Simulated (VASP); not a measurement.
# BaTiO3 (P4/mmm) in VASP: further runs

BaTiO3 is run at these levels: PBEsol; tasks: electric field gradients.

All numbers are computed with VASP 6.6.1; they aren't measurements. Logs are shortened: lines on timing, memory, paths and dates and some standing lists are left out, and cuts for length are marked.

## 1. The cell of the first run

Symmetry: P4/mmm, No. 123, tetragonal system. Conventional cell: a = 3.880 Å, b = 3.880 Å, c = 4.018 Å, α = 90.00°, β = 90.00°, γ = 90.00°. Within 3.6 Å of Ba (site symmetry 4/mmm) lie 12 O at 2.74 to 2.79 Å and 8 Ti at 3.40 Å. Within 2.6 Å of Ti (site symmetry 4/mmm) lie 6 O at 1.94 to 2.01 Å. O (site symmetry 4/mmm) has 2 Ti at 2.01 Å and 4 Ba at 2.74 Å and 8 O at 2.79 Å within 2.8 Å. Within 2.6 Å of O (site symmetry mmm) lie 2 Ti at 1.94 Å.

## 2. Electric field gradients, PBEsol (equal xx and yy strain of -3 %)

INCAR reads:

```
SYSTEM = BaTiO3
PREC = Accurate
ENCUT = 520
EDIFF = 1E-8
ISMEAR = -1
SIGMA = 0.03
LREAL = .FALSE.
LASPH = .TRUE.
NELM = 80
ALGO = Normal
ISIF = 2
LWAVE = .FALSE.
LCHARG = .FALSE.
GGA = PS
LEFG = .TRUE.
NBANDS = 28
```

KPOINTS reads:

```
Automatic mesh
0
G
  7 7 7
  0 0 0
```

POSCAR reads:

```
BaTiO3
1.0
    3.8798060000      0.0000000000      0.0000000000
    0.0000000000      3.8798060000      0.0000000000
    0.0000000000      0.0000000000      4.0180000000
Ba Ti O
1 1 3
Direct
    0.0000000000      0.0000000000      0.0000000000
    0.5000000000      0.5000000000      0.5000000000
    0.5000000000      0.5000000000      0.0000000000
    0.5000000000      0.0000000000      0.5000000000
    0.0000000000      0.5000000000      0.5000000000
```

Potentials or basis: VASP PAW PBE potentials, release 64 (Ba_sv, Ti_sv, O).

On the command line:

```bash
cat potpaw_PBE.64/Ba_sv/POTCAR potpaw_PBE.64/Ti_sv/POTCAR potpaw_PBE.64/O/POTCAR > POTCAR
mpirun -np 1 vasp_std > vasp.out
```

OUTCAR:

```text
SYSTEM = BaTiO3
   PREC = Accurate
   ENCUT = 520
   EDIFF = 1E-8
   ISMEAR = -1
   LREAL = .FALSE.
   LASPH = .TRUE.
   NELM = 80
   ISIF = 2
   GGA = PS

 ion  position               nearest neighbor table
   1  0.000  0.000  0.000-   3 2.74   3 2.74   3 2.74   3 2.74   5 2.79   4 2.79   5 2.79   5 2.79
                             5 2.79   4 2.79   4 2.79   4 2.79   2 3.40   2 3.40   2 3.40   2 3.40
   2  0.500  0.500  0.500-   4 1.94   5 1.94   4 1.94   5 1.94   3 2.01   3 2.01   1 3.40   1 3.40
                             1 3.40   1 3.40   1 3.40   1 3.40   1 3.40   1 3.40
   3  0.500  0.500  0.000-   2 2.01   2 2.01   1 2.74   1 2.74   1 2.74   1 2.74
   4  0.500  0.000  0.500-   2 1.94   2 1.94   1 2.79   1 2.79   1 2.79   1 2.79
   5  0.000  0.500  0.500-   2 1.94   2 1.94   1 2.79   1 2.79   1 2.79   1 2.79

  LATTYP: Found a simple tetragonal cell.
 ALAT       =     3.8798060000
 C/A-ratio  =     1.0356187912

  Lattice vectors:

 A1 = (   3.8798060000,   0.0000000000,   0.0000000000)
 A2 = (   0.0000000000,   3.8798060000,   0.0000000000)
 A3 = (   0.0000000000,   0.0000000000,   4.0180000000)

Analysis of symmetry for initial positions (statically):
=====================================================================
 Subroutine PRICEL returns:
 Original cell was already a primitive cell.

 Routine SETGRP: Setting up the symmetry group for a
 simple tetragonal supercell.

 Subroutine GETGRP returns: Found 16 space group operations
 (whereof 16 operations were pure point group operations)
 out of a pool of 16 trial point group operations.

The static configuration has the point symmetry D_4h.

Analysis of symmetry for dynamics (positions and initial velocities):
=====================================================================
 Subroutine PRICEL returns:
 Original cell was already a primitive cell.

 Routine SETGRP: Setting up the symmetry group for a
 simple tetragonal supercell.

 Subroutine GETGRP returns: Found 16 space group operations
 (whereof 16 operations were pure point group operations)
 out of a pool of 16 trial point group operations.

The dynamic configuration has the point symmetry D_4h.

 Subroutine INISYM returns: Found 16 space group operations
 (whereof 16 operations are pure point group operations),
 and found     1 'primitive' translations

----------------------------------------------------------------------------------------

                                     Primitive cell

  volume of cell :      60.4825

  direct lattice vectors                    reciprocal lattice vectors
     3.879806000  0.000000000  0.000000000     0.257744846  0.000000000  0.000000000
     0.000000000  3.879806000  0.000000000     0.000000000  0.257744846  0.000000000
     0.000000000  0.000000000  4.018000000     0.000000000  0.000000000  0.248880040

  length of vectors
     3.879806000  3.879806000  4.018000000     0.257744846  0.257744846  0.248880040

  position of ions in fractional coordinates (direct lattice)
     0.000000000  0.000000000  0.000000000
     0.500000000  0.500000000  0.500000000
     0.500000000  0.500000000  0.000000000
     0.500000000  0.000000000  0.500000000
     0.000000000  0.500000000  0.500000000

  ion indices of the primitive-cell ions
   primitive index   ion index
                 1           1
                 2           2
                 3           3
                 4           4
                 5           5

----------------------------------------------------------------------------------------

 KPOINTS: Automatic mesh

Automatic generation of k-mesh.
 Grid dimensions read from file:
 generate k-points for:    7    7    7

 Generating k-lattice:

  Cartesian coordinates                     Fractional coordinates (reciprocal lattice)
[... 51 lines left out ...]
   PREC   = accura    normal or accurate (medium, high low for compatibility)
   ISTART =      0    job   : 0-new  1-cont  2-samecut
   ICHARG =      2    charge: 1-file 2-atom 10-const
   ISPIN  =      1    spin polarized calculation?
   LNONCOLLINEAR =      F non collinear calculations
   LSORBIT =      F    spin-orbit coupling
   LASPH  =      T    aspherical Exc in radial PAW
   ENCUT  =  520.0 eV  38.22 Ry    6.18 a.u.   7.21  7.21  7.47*2*pi/ulx,y,z
   NELM   =     80;   NELMIN=  2; NELMDL= -5     # of ELM steps
   EDIFF  = 0.1E-07   stopping-criterion for ELM
   LREAL  =      F    real-space projection
   EDIFFG = 0.1E-06   stopping-criterion for IOM
   NSW    =      0    number of steps for IOM
   IBRION =     -1    ionic relax: 0-MD 1-quasi-New 2-CG
   NFREE  =      0    steps in history (QN), initial steepest desc. (CG)
   ISIF   =      2    stress and relaxation
   ISYM   =      2    0-nonsym 1-usesym 2-fastsym
   POTIM  = 0.5000    time-step for ionic-motion
   TEBEG  =    0.0;   TEEND  =   0.0 temperature during run
   PSTRESS=    0.0 pullay stress
   NELECT =      40.0000    total number of electrons
   NUPDOWN=      -1.0000    fix difference up-down
   EMIN   =  10.00;   EMAX   =-10.00  energy-range for DOS
   EFERMI =   0.00;   METHOD = LEGACY
   ISMEAR =    -1;   SIGMA  =   0.03  broadening in eV -4-tet -1-fermi 0-gaus
   EFERMI_NEDOS =   21; number of points for ismear=-14 and -15
   IALGO  =     38    algorithm
   IMIX   =      4    mixing-type and parameters
     AMIX     =   0.40;   BMIX     =  1.00
     AMIX_MAG =   1.60;   BMIX_MAG =  1.00
  volume/ion in A,a.u.               =      12.10        81.63
  Fermi-wavevector in a.u.,A,eV,Ry     =   1.426324  2.695361 27.679693  2.034400
  Thomas-Fermi vector in A             =   2.546613
   LORBIT       =      0    0 simple, 1 ext, 2 COOP (PROOUT), +10 PAW based schemes
   GGA     = PS    functional components
   LHFCALC =     F    Hartree Fock is set to
   AEXX    =    0.0000 exact exchange contribution
   IVDW    =     0    specifies the selected vdW correction
   LEPSILON=     F    determine dielectric tensor
   LRPA    =     F    only Hartree local field effects (RPA)
 non-spin polarized calculation
  energy-cutoff  :      520.00
  volume of cell :       60.48
 maximum number of plane-waves:      1646
 NGX is ok and might be reduce to    30
   NGX = 15   NGY = 15   NGZ = 15

 number of electron      40.0000007 magnetization

 Free energy of the ion-electron system (eV)
  ---------------------------------------------------
  ext. energy  EPLUGINS =         0.00000000
  ---------------------------------------------------
  free energy    TOTEN  =       -41.86761705 eV

  energy without entropy =      -41.86761705  energy(sigma->0) =      -41.86761705

 E-fermi :   4.7340     XC(G=0): -11.8275

 val. band max:        4.1071077253   @ k =   0.4286   0.4286   0.4286
 cond. band min:       5.9416388081   @ k =   0.0000   0.0000   0.0000
 fundamental gap:      1.8345310828
 Fermi energy:         4.7340326588

 k-point     1 :       0.0000    0.0000    0.0000
  band No.  band energies     occupation
      1     -51.9598      2.00000
      2     -28.3312      2.00000
      3     -28.3312      2.00000
      4     -28.3046      2.00000
      5     -20.4900      2.00000
      6     -12.8216      2.00000
[... 733 lines left out ...]
     27      12.8894      0.00000
     28      13.3886      0.00000

 [... further k-points ...]

------------------------ aborting loop because EDIFF is reached ----------------------------------------

  FORCE on cell =-STRESS in cart. coord.  units (eV):
  Direction    XX          YY          ZZ          XY          YZ          ZX
  --------------------------------------------------------------------------------------
  -------------------------------------------------------------------------------------
  Total        4.5372380      4.5372380      1.3319968      0.0000000      0.0000000      0.0000000
  in kB      120.1910670    120.1910670     35.2844883      0.0000000      0.0000000      0.0000000
  external PRESSURE =      91.8888741 kB  Pullay stress =       0.0000000 kB

 VOLUME and BASIS-vectors are now :
 -----------------------------------------------------------------------------
  energy-cutoff  :      520.00
  volume of cell :       60.48
      direct lattice vectors                 reciprocal lattice vectors
     3.879806000  0.000000000  0.000000000     0.257744846  0.000000000  0.000000000
     0.000000000  3.879806000  0.000000000     0.000000000  0.257744846  0.000000000
     0.000000000  0.000000000  4.018000000     0.000000000  0.000000000  0.248880040

 POSITION                                       TOTAL-FORCE (eV/Angst)
 -----------------------------------------------------------------------------------
      0.00000      0.00000      0.00000         0.000000      0.000000      0.000000
      1.93990      1.93990      2.00900         0.000000      0.000000      0.000000
      1.93990      1.93990      0.00000         0.000000      0.000000      0.000000
      1.93990      0.00000      2.00900         0.000000      0.000000      0.000000
      0.00000      1.93990      2.00900         0.000000      0.000000      0.000000
 -----------------------------------------------------------------------------------
    total drift:                                0.000000      0.000000     -0.000000

  FREE ENERGIE OF THE ION-ELECTRON SYSTEM (eV)
  ---------------------------------------------------
  free  energy   TOTEN  =       -41.8676170527 eV

  energy  without entropy=      -41.8676170527  energy(sigma->0) =      -41.86761705

 Electric field gradients (V/A^2)
---------------------------------------------------------------------
 ion       V_xx      V_yy      V_zz      V_xy      V_xz      V_yz
---------------------------------------------------------------------
   1      -4.456    -4.456     8.912     0.000     0.000     0.000
   2     -16.515   -16.515    33.030     0.000    -0.000    -0.000
   3     -14.513   -14.513    29.026     0.000     0.000    -0.000
   4     -11.823    11.673     0.151     0.000     0.000    -0.000
   5      11.673   -11.823     0.151    -0.000    -0.000     0.000
---------------------------------------------------------------------

 Electric field gradients after diagonalization (V/A^2)
 (convention: |V_zz| > |V_xx| > |V_yy|)
----------------------------------------------------------------------
 ion       V_xx      V_yy      V_zz     asymmetry (V_yy - V_xx)/ V_zz
----------------------------------------------------------------------
   1      -4.456    -4.456     8.912       0.000
   2     -16.515   -16.515    33.030       0.000
   3     -14.513   -14.513    29.026       0.000
   4      11.673     0.151   -11.823       0.975
   5      11.673     0.151   -11.823       0.975
----------------------------------------------------------------------

           NMR quadrupolar parameters

 Cq : quadrupolar parameter    Cq=e*Q*V_zz/h
 eta: asymmetry parameters     (V_yy - V_xx)/ V_zz
 Q  : nuclear electric quadrupole moment in mb (millibarn)
----------------------------------------------------------------------
 ion       Cq(MHz)       eta       Q (mb)
----------------------------------------------------------------------
   1       0.022       0.000       1.000
   2       0.080       0.000       1.000
   3       0.070       0.000       1.000
   4      -0.029       0.975       1.000
   5      -0.029       0.975       1.000
----------------------------------------------------------------------
```

Wall time 2.1 min (1 thread of AMD EPYC 7R13, shared host); peak memory 0.19 GiB.

Results:

```yaml
Free_energy: -41.8676 eV
Pressure: 9.2 GPa
Band_gap_on_the_k_mesh: 1.83 eV (least direct gap 1.85 eV)
Largest_electric_field_gradient_by_atom: Ba +8.9; Ti +33.0; O +29.0, -11.8 (each value once) V/Å²
```

Stress tensor (GPa, compression positive):
```
12.02  0.00  0.00
 0.00 12.02  0.00
 0.00  0.00  3.53
```

Electric field gradients, principal values (V/Å²):
| atom | least | middle | greatest (by size) |
| --- | --- | --- | --- |
| 1 Ba | -4.456 | -4.456 | 8.912 |
| 2 Ti | -16.515 | -16.515 | 33.030 |
| 3 O | -14.513 | -14.513 | 29.026 |
| 4 O | 0.151 | 11.673 | -11.823 |
| 5 O | 0.151 | 11.673 | -11.823 |

Caveat: the cell differs from its parent crystal (equal xx and yy strain of -3 %); the cell stands under pressure; without QUAD_EFG the Cq values of the log hold for a quadrupole moment of 1 mb, not for the nuclei; the PAW data sets were made with another functional, which shifts forces and pressure a little; spin-orbit coupling is left out, which moves the levels of the heavy elements; an odd mesh through Γ misses points on the zone boundary, where band edges can lie.

(Part 1 of 2 ends here.)
